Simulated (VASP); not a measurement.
# NaI (I-4m2) in VASP: single point with HSE06

Aim: the single point of NaI with HSE06.

All numbers are computed with VASP 6.6.1; they aren't measurements. Logs are shortened: lines on timing, memory, paths and dates and some standing lists are left out, and cuts for length are marked.

### Step 1. The cell of the first run

It takes space group I-4m2 (No. 119, tetragonal). The conventional cell has a = 5.139 Å, b = 5.139 Å, c = 6.745 Å, α = 90.00°, β = 90.00°, γ = 90.00°. Na (site symmetry -4m2) has 4 I at 3.07 Å within 4.0 Å. I (site symmetry -4m2) has 4 Na at 3.07 Å within 4.0 Å.

### Step 2. Single point, HSE06 (epitaxial xy strain +2.6%)

File POSCAR:

```
NaI
1.0
    0.0000000000      3.6338973880      3.3727076133
    3.6338973880      0.0000000000      3.3727076133
    3.6338973880      3.6338973880      0.0000000000
Na I
1 1
Direct
    0.0000000000      0.0000000000      0.0000000000
    0.2500000000      0.2500000000      0.2500000000
```

File INCAR.step1:

```
ALGO     = Normal         # electronic algorithm
EDIFF    = 1E-5           # SCF threshold, eV
ENCUT    = 520            # plane-wave cutoff, eV
GGA      = PE             # functional
ISIF     = 2              # what is computed and relaxed
ISMEAR   = 0              # smearing method
LASPH    = True           # aspherical terms in the spheres
LCHARG   = False          # write CHGCAR
LREAL    = False          # projectors in reciprocal space
LWAVE    = True           # write WAVECAR
NBANDS   = 14             # bands
NELM     = 100            # most SCF steps
PREC     = Accurate       # precision mode
SIGMA    = 0.01           # smearing width, eV
```

File INCAR.step2:

```
ALGO     = Normal         # electronic algorithm
EDIFF    = 1E-6           # SCF threshold, eV
ENCUT    = 520            # plane-wave cutoff, eV
GGA      = PE             # functional
HFSCREEN = 0.2079         # screening, 1/A
ISIF     = 2              # what is computed and relaxed
ISMEAR   = 0              # smearing method
ISTART   = 1            
LASPH    = True           # aspherical terms in the spheres
LCHARG   = False          # write CHGCAR
LHFCALC  = True           # exact exchange
LREAL    = False          # projectors in reciprocal space
LWAVE    = False          # write WAVECAR
NBANDS   = 14             # bands
NELM     = 100            # most SCF steps
PREC     = Accurate       # precision mode
PRECFOCK = Normal       
SIGMA    = 0.01           # smearing width, eV
```

File KPOINTS:

```
k-points
0
Gamma
  4 4 4
```

Potentials or basis: VASP PAW PBE potentials, release 64 (Na_pv, I).

Run with:

```bash
$ cat potpaw_PBE.64/Na_pv/POTCAR potpaw_PBE.64/I/POTCAR > POTCAR
$ cp INCAR.step1 INCAR
$ mpirun -np 1 vasp_std > vasp.out
$ cp INCAR.step2 INCAR
$ mpirun -np 1 vasp_std > vasp.out
```

OUTCAR:

```text
EDIFF = 1E-6
   ENCUT = 520
   GGA = PE
   HFSCREEN = 0.2079
   ISIF = 2
   ISMEAR = 0
   ISTART = 1
   LASPH = True
   LHFCALC = True
   LREAL = False
   NELM = 100
   PREC = Accurate
   PRECFOCK = Normal

 ion  position               nearest neighbor table
   1  0.000  0.000  0.000-   2 3.07   2 3.07   2 3.07   2 3.07
   2  0.250  0.250  0.250-   1 3.07   1 3.07   1 3.07   1 3.07

  LATTYP: Found a body centered tetragonal cell.
 ALAT       =     5.1391069704
 C/A-ratio  =     1.3125656394

  Lattice vectors:

 A1 = (   0.0000000000,  -3.6338973880,  -3.3727076133)
 A2 = (   0.0000000000,   3.6338973880,  -3.3727076133)
 A3 = (   3.6338973880,   0.0000000000,   3.3727076133)

Analysis of symmetry for initial positions (statically):
=====================================================================
 Subroutine PRICEL returns:
 Original cell was already a primitive cell.

 Routine SETGRP: Setting up the symmetry group for a
 body centered tetragonal supercell.

 Subroutine GETGRP returns: Found  8 space group operations
 (whereof  8 operations were pure point group operations)
 out of a pool of 16 trial point group operations.

The static configuration has the point symmetry D_2d.

Analysis of symmetry for dynamics (positions and initial velocities):
=====================================================================
 Subroutine PRICEL returns:
 Original cell was already a primitive cell.

 Routine SETGRP: Setting up the symmetry group for a
 body centered tetragonal supercell.

 Subroutine GETGRP returns: Found  8 space group operations
 (whereof  8 operations were pure point group operations)
 out of a pool of 16 trial point group operations.

The dynamic configuration has the point symmetry D_2d.

 Subroutine INISYM returns: Found  8 space group operations
 (whereof  8 operations are pure point group operations),
 and found     1 'primitive' translations

----------------------------------------------------------------------------------------

                                     Primitive cell

  volume of cell :      89.0746

  direct lattice vectors                    reciprocal lattice vectors
     0.000000000  3.633897388  3.372707613    -0.137593318  0.137593318  0.148248843
     3.633897388  0.000000000  3.372707613     0.137593318 -0.137593318  0.148248843
     3.633897388  3.633897388  0.000000000     0.137593318  0.137593318 -0.148248843

  length of vectors
     4.957859102  4.957859102  5.139106970     0.244625350  0.244625350  0.244625350

  position of ions in fractional coordinates (direct lattice)
     0.000000000  0.000000000  0.000000000
     0.250000000  0.250000000  0.250000000

  ion indices of the primitive-cell ions
   primitive index   ion index
                 1           1
                 2           2

----------------------------------------------------------------------------------------

 KPOINTS: k-points

Automatic generation of k-mesh.
 Grid dimensions read from file:
 generate k-points for:    4    4    4

 Generating k-lattice:

  Cartesian coordinates                     Fractional coordinates (reciprocal lattice)
    -0.034398330  0.034398330  0.037062211     0.250000000 -0.000000000  0.000000000
     0.034398330 -0.034398330  0.037062211    -0.000000000  0.250000000  0.000000000
     0.034398330  0.034398330 -0.037062211     0.000000000  0.000000000  0.250000000

  Length of vectors
     0.061156337  0.061156337  0.061156337

  Shift w.r.t. Gamma in fractional coordinates (k-lattice)
     0.000000000  0.000000000  0.000000000

 Subroutine IBZKPT returns following result:
 ===========================================

 Found     13 irreducible k-points:

 Following reciprocal coordinates:
            Coordinates               Weight
  0.000000  0.000000  0.000000      1.000000
  0.250000  0.000000  0.000000      8.000000
  0.500000  0.000000  0.000000      4.000000
  0.250000  0.250000  0.000000      2.000000
  0.500000  0.250000  0.000000      8.000000
 -0.250000  0.250000  0.000000      4.000000
  0.500000  0.500000  0.000000      1.000000
  0.250000  0.000000  0.250000      4.000000
  0.500000  0.000000  0.250000     16.000000
 -0.250000  0.000000  0.250000      8.000000
 -0.250000  0.500000  0.250000      4.000000
  0.500000  0.000000  0.500000      2.000000
 -0.250000  0.250000  0.500000      2.000000
   k-points           NKPTS =     13   k-points in BZ     NKDIM =     64   number of bands    NBANDS=     14
   number of dos      NEDOS =    301   number of ions     NIONS =      2
   total plane-waves  NPLWV =  64000
   dimension x,y,z NGX =    40 NGY =   40 NGZ =   40
   dimension x,y,z NGXF=    80 NGYF=   80 NGZF=   80
   ions per type =               1   1
   NGX,Y,Z   is equivalent  to a cutoff of  13.41, 13.41, 12.94 a.u.
   NGXF,Y,Z  is equivalent  to a cutoff of  26.83, 26.83, 25.88 a.u.
 SYSTEM =  unknown system
   PREC   = accura    normal or accurate (medium, high low for compatibility)
   ISTART =      1    job   : 0-new  1-cont  2-samecut
   ICHARG =      0    charge: 1-file 2-atom 10-const
   ISPIN  =      1    spin polarized calculation?
   LNONCOLLINEAR =      F non collinear calculations
   LSORBIT =      F    spin-orbit coupling
   LASPH  =      T    aspherical Exc in radial PAW
   ENCUT  =  520.0 eV  38.22 Ry    6.18 a.u.   9.22  9.22  9.56*2*pi/ulx,y,z
   NELM   =    100;   NELMIN=  2; NELMDL=  0     # of ELM steps
   EDIFF  = 0.1E-05   stopping-criterion for ELM
   LREAL  =      F    real-space projection
   EDIFFG = 0.1E-04   stopping-criterion for IOM
   NSW    =      0    number of steps for IOM
   IBRION =     -1    ionic relax: 0-MD 1-quasi-New 2-CG
   NFREE  =      0    steps in history (QN), initial steepest desc. (CG)
   ISIF   =      2    stress and relaxation
   ISYM   =      3    0-nonsym 1-usesym 2-fastsym
   POTIM  = 0.5000    time-step for ionic-motion
   TEBEG  =    0.0;   TEEND  =   0.0 temperature during run
   PSTRESS=    0.0 pullay stress
   NELECT =      14.0000    total number of electrons
   NUPDOWN=      -1.0000    fix difference up-down
   EMIN   =  10.00;   EMAX   =-10.00  energy-range for DOS
   EFERMI =   0.00;   METHOD = LEGACY
   ISMEAR =     0;   SIGMA  =   0.01  broadening in eV -4-tet -1-fermi 0-gaus
   EFERMI_NEDOS =   21; number of points for ismear=-14 and -15
   IALGO  =     38    algorithm
   IMIX   =      1    mixing-type and parameters
     AMIX     =   0.40;   BMIX     =  1.00
     AMIX_MAG =   1.60;   BMIX_MAG =  1.00
  volume/ion in A,a.u.               =      44.54       300.55
  Fermi-wavevector in a.u.,A,eV,Ry     =   0.883486  1.669546 10.619986  0.780547
  Thomas-Fermi vector in A             =   2.004258
   LORBIT       =      0    0 simple, 1 ext, 2 COOP (PROOUT), +10 PAW based schemes
   GGA     = PE    functional components
   LHFCALC =     T    Hartree Fock is set to
   PRECFOCK=normal    Normal, Fast or Accurate (Low or Medium for compatibility)
   ENCUT4O =  -1.0   cutoff for four orbital integrals eV
   NKREDX  =     1    reduce k-point grid by
   NKREDY  =     1    reduce k-point grid by
   NKREDZ  =     1    reduce k-point grid by
   AEXX    =    0.2500 exact exchange contribution
   HFSCREEN=    0.2079 screening length (either q_TF or 0.3 A-1)
   HFSCREENC=   0.2079 screening length for correlation (either q_TF or 0.3 A-1)
   ENCUTFOCK=  -1.0 apply spherical cutoff to Coloumb kernel
   IVDW    =     0    specifies the selected vdW correction
   LEPSILON=     F    determine dielectric tensor
   LRPA    =     F    only Hartree local field effects (RPA)
 non-spin polarized calculation
 Gauss-broadening in eV      SIGMA  =   0.01
  energy-cutoff  :      520.00
  volume of cell :       89.07
 maximum number of plane-waves:      2416
 NGX is ok and might be reduce to    40
  NGX = 28; NGY = 28; NGZ = 30

 number of electron      14.0000005 magnetization

 Free energy of the ion-electron system (eV)
  ---------------------------------------------------
  ext. energy  EPLUGINS =         0.00000000
  ---------------------------------------------------
  free energy    TOTEN  =        -6.15099311 eV

  energy without entropy =       -6.15099311  energy(sigma->0) =       -6.15099311

 E-fermi :  -1.7433     XC(G=0):  -5.4648

 val. band max:       -1.8009566915   @ k =   0.0000   0.0000   0.0000
 cond. band min:       2.9346884045   @ k =   0.0000   0.0000   0.0000
 fundamental gap:      4.7356450959
 Fermi energy:        -1.7433321488

 k-point     1 :       0.0000    0.0000    0.0000
  band No.  band energies     occupation
      1     -26.2696      2.00000
      2     -26.2645      2.00000
      3     -26.2645      2.00000
      4     -13.1651      2.00000
      5      -1.8720      2.00000
      6      -1.8720      2.00000
      7      -1.8010      2.00000
      8       2.9347      0.00000
      9       7.1259      0.00000
     10       7.1259      0.00000
     11       7.2711      0.00000
     12       8.5738      0.00000
     13       9.3181      0.00000
     14      10.3259      0.00000

 k-point     2 :       0.2500    0.0000    0.0000
  band No.  band energies     occupation
      1     -26.2702      2.00000
      2     -26.2653      2.00000
      3     -26.2647      2.00000
      4     -13.0924      2.00000
      5      -2.5742      2.00000
      6      -1.9743      2.00000
      7      -1.8713      2.00000
      8       4.0157      0.00000
      9       6.5893      0.00000
     10       7.0614      0.00000
     11       7.4832      0.00000
     12       8.6312      0.00000
     13       8.7180      0.00000
     14       9.7398      0.00000
[... 156 lines left out ...]
      1     -26.2705      2.00000
      2     -26.2673      2.00000
      3     -26.2652      2.00000
      4     -12.9790      2.00000
      5      -3.0807      2.00000
      6      -2.2407      2.00000
      7      -2.1942      2.00000
      8       4.2747      0.00000
      9       5.5013      0.00000
     10       8.1153      0.00000
     11       9.4290      0.00000
     12      10.2751      0.00000
     13      10.5623      0.00000
     14      10.8159      0.00000

 k-point    13 :      -0.2500    0.2500    0.5000
  band No.  band energies     occupation
      1     -26.2706      2.00000
      2     -26.2669      2.00000
      3     -26.2655      2.00000
      4     -12.9778      2.00000
      5      -2.7458      2.00000
      6      -2.6054      2.00000
      7      -2.3180      2.00000
      8       5.3352      0.00000
      9       6.6309      0.00000
     10       6.7911      0.00000
     11       7.4445      0.00000
     12      10.1635      0.00000
     13      10.5427      0.00000
     14      10.7368      0.00000

------------------------ aborting loop because EDIFF is reached ----------------------------------------

  FORCE on cell =-STRESS in cart. coord.  units (eV):
  Direction    XX          YY          ZZ          XY          YZ          ZX
  --------------------------------------------------------------------------------------
  -------------------------------------------------------------------------------------
  Total        0.0666828      0.0666828      0.1094251      0.0000000     -0.0000000      0.0000000
  in kB        1.1994184      1.1994184      1.9682193      0.0000000     -0.0000000      0.0000000
  external PRESSURE =       1.4556853 kB  Pullay stress =       0.0000000 kB

 VOLUME and BASIS-vectors are now :
 -----------------------------------------------------------------------------
  energy-cutoff  :      520.00
  volume of cell :       89.07
      direct lattice vectors                 reciprocal lattice vectors
     0.000000000  3.633897388  3.372707613    -0.137593318  0.137593318  0.148248843
     3.633897388  0.000000000  3.372707613     0.137593318 -0.137593318  0.148248843
     3.633897388  3.633897388  0.000000000     0.137593318  0.137593318 -0.148248843

 POSITION                                       TOTAL-FORCE (eV/Angst)
 -----------------------------------------------------------------------------------
      0.00000      0.00000      0.00000        -0.000000     -0.000000      0.000000
      1.81695      1.81695      1.68635         0.000000      0.000000     -0.000000
 -----------------------------------------------------------------------------------
    total drift:                                0.000002      0.000002     -0.000001

  FREE ENERGIE OF THE ION-ELECTRON SYSTEM (eV)
  ---------------------------------------------------
  free  energy   TOTEN  =        -6.1509931114 eV

  energy  without entropy=       -6.1509931114  energy(sigma->0) =       -6.15099311
```

Wall time 20 min (1 thread of Oxide Virtual Turin-like, shared host); peak memory 0.32 GiB.

Results:

```
Free energy            : -6.1510 eV
Pressure               : 0.1 GPa
Band gap on the k mesh : 4.74 eV
```

Caveat: the cell differs from its parent crystal (epitaxial xy strain +2.6%); the structure was generated, so it needn't be the stable form of NaI; the PAW data sets were made with another functional, which shifts forces and pressure a little; spin-orbit coupling is left out, which moves the levels of the heavy elements.
